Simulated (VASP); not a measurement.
# TiO2 (P4_2/mnm) in VASP: density of states with PBEsol

Aim: the density of states of TiO2 with PBEsol.

Program: VASP 6.6.1. These are calculated values, not measurements. Logs are shortened: lines on timing, memory, paths and dates and some standing lists are left out, and cuts for length are marked.

## Step 1: The cell of the first run

It takes space group P4_2/mnm (No. 136, tetragonal). Conventional cell: a = 4.798 Å, b = 4.798 Å, c = 2.735 Å, α = 90.00°, β = 90.00°, γ = 90.00°. Ti (site symmetry mmm) has 6 O at 1.93 to 2.04 Å within 2.6 Å. Within 2.6 Å of O (site symmetry m2m) lie 3 Ti at 1.93 to 2.04 Å.

## Step 2: Density of states, PBEsol

POSCAR reads:

```
TiO2
1.0
    4.7984810000      0.0000000000      0.0000000000
    0.0000000000      4.7984810000      0.0000000000
    0.0000000000      0.0000000000      2.7349370000
Ti O
2 4
Direct
    0.0000000000      0.0000000000      0.0000000000
    0.5000000000      0.5000000000      0.5000000000
    0.3000000000      0.3000000000      0.0000000000
    0.2000000000      0.8000000000      0.5000000000
    0.7000000000      0.7000000000      0.0000000000
    0.8000000000      0.2000000000      0.5000000000
```

INCAR.step1 reads:

```
  PREC = Accurate
  ENCUT = 520
  EDIFF = 1E-6
  ISMEAR = -1
  SIGMA = 0.1
  LREAL = False
  LASPH = True
  NELM = 120
  ALGO = Normal
  ISIF = 2
  LWAVE = False
  LCHARG = True
  LMAXMIX = 4
  GGA = PS
  NBANDS = 33
  GGA_COMPAT = False
  NEDOS = 2001
  LORBIT = 11
```

KPOINTS.step1 reads:

```
Automatic mesh
0
Gamma
  6 6 9
```

INCAR.step2 reads:

```
  PREC = Accurate
  ENCUT = 520
  EDIFF = 1E-6
  ISMEAR = -5
  SIGMA = 0.1
  LREAL = False
  LASPH = True
  NELM = 120
  ALGO = Normal
  ISIF = 2
  LWAVE = False
  LCHARG = False
  LMAXMIX = 4
  GGA = PS
  LORBIT = 11
  NEDOS = 1001
  ICHARG = 11
  GGA_COMPAT = False
```

KPOINTS.step2 reads:

```
Automatic mesh
0
Gamma
  9 9 14
```

Potentials or basis: VASP PAW PBE potentials, release 64 (Ti_sv, O).

Launch:

```console
cat potpaw_PBE.64/Ti_sv/POTCAR potpaw_PBE.64/O/POTCAR > POTCAR
cp INCAR.step1 INCAR
cp KPOINTS.step1 KPOINTS
mpirun -np 1 vasp_std > vasp.out
cp INCAR.step2 INCAR
cp KPOINTS.step2 KPOINTS
mpirun -np 1 vasp_std > vasp.out
```

OUTCAR:

```text
PREC = Accurate
   ENCUT = 520
   EDIFF = 1E-6
   ISMEAR = -5
   LREAL = False
   LASPH = True
   NELM = 120
   ISIF = 2
   GGA = PS
   LORBIT = 11
   ICHARG = 11

 ion  position               nearest neighbor table
   1  0.000  0.000  0.000-   4 1.93   6 1.93   4 1.93   6 1.93   5 2.04   3 2.04
   2  0.500  0.500  0.500-   3 1.93   5 1.93   3 1.93   5 1.93   4 2.04   6 2.04
   3  0.300  0.300  0.000-   2 1.93   2 1.93   1 2.04
   4  0.200  0.800  0.500-   1 1.93   1 1.93   2 2.04
   5  0.700  0.700  0.000-   2 1.93   2 1.93   1 2.04
   6  0.800  0.200  0.500-   1 1.93   1 1.93   2 2.04

  LATTYP: Found a simple tetragonal cell.
 ALAT       =     4.7984810000
 C/A-ratio  =     0.5699589099

  Lattice vectors:

 A1 = (   4.7984810000,   0.0000000000,   0.0000000000)
 A2 = (   0.0000000000,   4.7984810000,   0.0000000000)
 A3 = (   0.0000000000,   0.0000000000,   2.7349370000)

Analysis of symmetry for initial positions (statically):
=====================================================================
 Subroutine PRICEL returns:
 Original cell was already a primitive cell.

 Routine SETGRP: Setting up the symmetry group for a
 simple tetragonal supercell.

 Subroutine GETGRP returns: Found 16 space group operations
 (whereof  8 operations were pure point group operations)
 out of a pool of 16 trial point group operations.

The static configuration has the point symmetry D_2h.
 The point group associated with its full space group is D_4h.

Analysis of symmetry for dynamics (positions and initial velocities):
=====================================================================
 Subroutine PRICEL returns:
 Original cell was already a primitive cell.

 Routine SETGRP: Setting up the symmetry group for a
 simple tetragonal supercell.

 Subroutine GETGRP returns: Found 16 space group operations
 (whereof  8 operations were pure point group operations)
 out of a pool of 16 trial point group operations.

The dynamic configuration has the point symmetry D_2h.
 The point group associated with its full space group is D_4h.

 Subroutine INISYM returns: Found 16 space group operations
 (whereof  8 operations are pure point group operations),
 and found     1 'primitive' translations

----------------------------------------------------------------------------------------

                                     Primitive cell

  volume of cell :      62.9731

  direct lattice vectors                    reciprocal lattice vectors
     4.798481000  0.000000000  0.000000000     0.208399283  0.000000000  0.000000000
     0.000000000  4.798481000  0.000000000     0.000000000  0.208399283  0.000000000
     0.000000000  0.000000000  2.734937000     0.000000000  0.000000000  0.365639135

  length of vectors
     4.798481000  4.798481000  2.734937000     0.208399283  0.208399283  0.365639135

  position of ions in fractional coordinates (direct lattice)
     0.000000000  0.000000000  0.000000000
     0.500000000  0.500000000  0.500000000
     0.300000000  0.300000000  0.000000000
     0.200000000  0.800000000  0.500000000
     0.700000000  0.700000000  0.000000000
     0.800000000  0.200000000  0.500000000

  ion indices of the primitive-cell ions
   primitive index   ion index
                 1           1
                 2           2
                 3           3
                 4           4
                 5           5
                 6           6

----------------------------------------------------------------------------------------

 KPOINTS: Automatic mesh

Automatic generation of k-mesh.
 Grid dimensions read from file:
 generate k-points for:    9    9   14

 Generating k-lattice:

  Cartesian coordinates                     Fractional coordinates (reciprocal lattice)
     0.023155476  0.000000000  0.000000000     0.111111111  0.000000000  0.000000000
     0.000000000  0.023155476  0.000000000     0.000000000  0.111111111  0.000000000
     0.000000000  0.000000000  0.026117081     0.000000000  0.000000000  0.071428571

  Length of vectors
     0.023155476  0.023155476  0.026117081

  Shift w.r.t. Gamma in fractional coordinates (k-lattice)
     0.000000000  0.000000000  0.000000000

 TETIRR: Found   1687 inequivalent tetrahedra from     6804

 Subroutine IBZKPT returns following result:
 ===========================================

 Found    120 irreducible k-points:

 Following reciprocal coordinates:
            Coordinates               Weight
  0.000000  0.000000  0.000000      1.000000
  0.111111  0.000000  0.000000      4.000000
  0.222222  0.000000  0.000000      4.000000
  0.333333  0.000000  0.000000      4.000000
  0.444444  0.000000  0.000000      4.000000
  0.111111  0.111111  0.000000      4.000000
[... 16 lines left out ...]
  0.333333  0.111111  0.071429     16.000000
  0.444444  0.111111  0.071429     16.000000
 [... further k-points ...]
   k-points           NKPTS =    120   k-points in BZ     NKDIM =    120   number of bands    NBANDS=     28
   number of dos      NEDOS =   1001   number of ions     NIONS =      6
   total plane-waves  NPLWV =  25920
   dimension x,y,z NGX =    36 NGY =   36 NGZ =   20
   dimension x,y,z NGXF=    72 NGYF=   72 NGZF=   40
   ions per type =               2   4
   NGX,Y,Z   is equivalent  to a cutoff of  12.47, 12.47, 12.16 a.u.
   NGXF,Y,Z  is equivalent  to a cutoff of  24.94, 24.94, 24.31 a.u.
 SYSTEM =  unknown system
   PREC   = accura    normal or accurate (medium, high low for compatibility)
   ISTART =      0    job   : 0-new  1-cont  2-samecut
   ICHARG =     11    charge: 1-file 2-atom 10-const
   ISPIN  =      1    spin polarized calculation?
   LNONCOLLINEAR =      F non collinear calculations
   LSORBIT =      F    spin-orbit coupling
   LASPH  =      T    aspherical Exc in radial PAW
   ENCUT  =  520.0 eV  38.22 Ry    6.18 a.u.   8.92  8.92  5.09*2*pi/ulx,y,z
   NELM   =    120;   NELMIN=  2; NELMDL=  0     # of ELM steps
   EDIFF  = 0.1E-05   stopping-criterion for ELM
   LREAL  =      F    real-space projection
   EDIFFG = 0.1E-04   stopping-criterion for IOM
   NSW    =      0    number of steps for IOM
   IBRION =     -1    ionic relax: 0-MD 1-quasi-New 2-CG
   NFREE  =      0    steps in history (QN), initial steepest desc. (CG)
   ISIF   =      2    stress and relaxation
   ISYM   =      2    0-nonsym 1-usesym 2-fastsym
   POTIM  = 0.5000    time-step for ionic-motion
   TEBEG  =    0.0;   TEEND  =   0.0 temperature during run
   PSTRESS=    0.0 pullay stress
   NELECT =      48.0000    total number of electrons
   NUPDOWN=      -1.0000    fix difference up-down
   EMIN   =  10.00;   EMAX   =-10.00  energy-range for DOS
   EFERMI =   0.00;   METHOD = LEGACY
   ISMEAR =    -5;   SIGMA  =   0.10  broadening in eV -4-tet -1-fermi 0-gaus
   EFERMI_NEDOS =   21; number of points for ismear=-14 and -15
   IALGO  =     38    algorithm
   IMIX   =      4    mixing-type and parameters
     AMIX     =   0.40;   BMIX     =  1.00
     AMIX_MAG =   1.60;   BMIX_MAG =  1.00
  volume/ion in A,a.u.               =      10.50        70.83
  Fermi-wavevector in a.u.,A,eV,Ry     =   1.495444  2.825980 30.427444  2.236354
  Thomas-Fermi vector in A             =   2.607588
   LORBIT       =     11    0 simple, 1 ext, 2 COOP (PROOUT), +10 PAW based schemes
   GGA     = PS    functional components
   LHFCALC =     F    Hartree Fock is set to
   AEXX    =    0.0000 exact exchange contribution
   IVDW    =     0    specifies the selected vdW correction
   LEPSILON=     F    determine dielectric tensor
   LRPA    =     F    only Hartree local field effects (RPA)
 non-spin polarized calculation
 Fermi weights with tetrahedron method with Bloechl corrections
  energy-cutoff  :      520.00
  volume of cell :       62.97
 maximum number of plane-waves:      1720
 NGX is ok and might be reduce to    36

 number of electron      48.0000007 magnetization

 Free energy of the ion-electron system (eV)
  ---------------------------------------------------
  ext. energy  EPLUGINS =         0.00000000
  ---------------------------------------------------
  free energy    TOTEN  =       -55.55583999 eV

  energy without entropy =      -55.55583999  energy(sigma->0) =      -55.55583999

 E-fermi :   4.3155     XC(G=0): -11.6204

 val. band max:        4.2724327661   @ k =   0.1111   0.1111   0.0000
 cond. band min:       5.9069628535   @ k =   0.4444   0.4444   0.0000
 fundamental gap:      1.6345300874
 Fermi energy:         4.3154588011

 k-point     1 :       0.0000    0.0000    0.0000
  band No.  band energies     occupation
      1     -52.0418      2.00000
      2     -52.0286      2.00000
      3     -28.4546      2.00000
      4     -28.4546      2.00000
      5     -28.2998      2.00000
      6     -28.2998      2.00000
[... 20 lines left out ...]
     27       7.2410      0.00000
     28       7.3638      0.00000

 k-point     2 :       0.1111    0.0000    0.0000
  band No.  band energies     occupation
      1     -52.0414      2.00000
      2     -52.0290      2.00000
      3     -28.4510      2.00000
      4     -28.4507      2.00000
      5     -28.3041      2.00000
      6     -28.3038      2.00000
[... 20 lines left out ...]
     27       7.3474      0.00000
     28       7.4141      0.00000

 k-point     3 :       0.2222    0.0000    0.0000
  band No.  band energies     occupation
      1     -52.0402      2.00000
      2     -52.0302      2.00000
      3     -28.4407      2.00000
      4     -28.4399      2.00000
      5     -28.3157      2.00000
      6     -28.3149      2.00000
[... 616 lines left out ...]
      3     -28.4339      2.00000
      4     -28.4017      2.00000
      5     -28.3432      2.00000
      6     -28.3098      2.00000
[... 20 lines left out ...]
     27       7.4830      0.00000
     28       7.7416      0.00000

 k-point    24 :       0.4444    0.1111    0.0714
  band No.  band energies     occupation
      1     -52.0316      2.00000
      2     -52.0295      2.00000
      3     -28.4189      2.00000
      4     -28.4040      2.00000
      5     -28.3412      2.00000
      6     -28.3258      2.00000
[... 20 lines left out ...]
     27       7.6287      0.00000
     28       7.7283      0.00000

 [... further k-points ...]

------------------------ aborting loop because EDIFF is reached ----------------------------------------

  FORCE on cell =-STRESS in cart. coord.  units (eV):
  Direction    XX          YY          ZZ          XY          YZ          ZX
  --------------------------------------------------------------------------------------
  -------------------------------------------------------------------------------------
  Total       -4.3469509     -4.3469509      9.4820931      0.0000000      0.0000000      0.0000000
  in kB     -110.5962564   -110.5962564    241.2458830      0.0000000      0.0000000      0.0000000
  external PRESSURE =       6.6844567 kB  Pullay stress =       0.0000000 kB

 VOLUME and BASIS-vectors are now :
 -----------------------------------------------------------------------------
  energy-cutoff  :      520.00
  volume of cell :       62.97
      direct lattice vectors                 reciprocal lattice vectors
     4.798481000  0.000000000  0.000000000     0.208399283  0.000000000  0.000000000
     0.000000000  4.798481000  0.000000000     0.000000000  0.208399283  0.000000000
     0.000000000  0.000000000  2.734937000     0.000000000  0.000000000  0.365639135

 POSITION                                       TOTAL-FORCE (eV/Angst)
 -----------------------------------------------------------------------------------
      0.00000      0.00000      0.00000        -0.000000      0.000000     -0.000000
      2.39924      2.39924      1.36747        -0.000000      0.000000     -0.000000
      1.43954      1.43954      0.00000         0.402123      0.402123     -0.000000
      0.95970      3.83878      1.36747        -0.402123      0.402123     -0.000000
      3.35894      3.35894      0.00000        -0.402123     -0.402123      0.000000
      3.83878      0.95970      1.36747         0.402123     -0.402123     -0.000000
 -----------------------------------------------------------------------------------
    total drift:                               -0.000000      0.000000     -0.000000

  FREE ENERGIE OF THE ION-ELECTRON SYSTEM (eV)
  ---------------------------------------------------
  free  energy   TOTEN  =       -55.5558399949 eV

  energy  without entropy=      -55.5558399949  energy(sigma->0) =      -55.55583999

 total charge

# of ion       s       p       d       tot
------------------------------------------
    1        2.227   6.317   1.772  10.316
    2        2.227   6.317   1.772  10.316
    3        1.568   3.470   0.000   5.039
    4        1.568   3.470   0.000   5.039
    5        1.568   3.470   0.000   5.039
    6        1.568   3.470   0.000   5.039
--------------------------------------------------
tot         10.728  26.515   3.544  40.787
```

It took 6.1 min on 1 thread of AMD EPYC 7R13, shared host; peak memory 0.25 GiB.

Results:

```
Valence electrons inside the program's atomic spheres : Ti 10.32; O 5.04
```

Caveat: the PAW data sets were made with another functional, which shifts forces and pressure a little.
